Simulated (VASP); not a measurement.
Input of a VASP 6.6.1 run:

Contents of INCAR:

```
PREC = Accurate
ENCUT = 520
EDIFF = 1E-7
ISMEAR = -1
SIGMA = 0.05
LREAL = False
LASPH = True
NELM = 60
ALGO = Fast
ISIF = 2
LWAVE = False
LCHARG = True
GGA = PS
LELF = True
LVHAR = True
NBANDS = 22
```

Contents of KPOINTS:

```
regular mesh
0
Gamma
  8 8 3
```

The input POSCAR:

```
Na
1.0
    3.7003831212      0.0000000000      0.0000000000
   -1.8501915606      3.2046257867      0.0000000000
    0.0000000000      0.0000000000     12.5373215400
Na
4
Direct
    0.6768420000      0.3524780000      0.7532030000
    0.0055760000     -0.0011080000      0.4996050000
    0.3357360000      0.6779980000      0.2513620000
    0.0053630000     -0.0065800000      0.0013610000
```

Potentials or basis: VASP PAW PBE potentials, release 64 (Na_pv).

Run with:

```sh
$ cat potpaw_PBE.64/Na_pv/POTCAR > POTCAR
$ mpirun -np 1 vasp_std > vasp.out
```

Question: What does it give for the band gap on the k mesh?

Answer: Zero (bands 14 and 15 overlap by 3.42 eV).

Question: What does it give for the pressure?

Answer: -0.1 GPa.

Forces on the atoms (eV/Å):
```
Na   0.002 -0.008 -0.020
Na  -0.003  0.005  0.021
Na   0.005 -0.005 -0.009
Na  -0.004  0.008  0.008
```

Caveat: the cell differs from its parent crystal (atoms moved at random); the PAW data sets were made with another functional, which shifts forces and pressure a little.
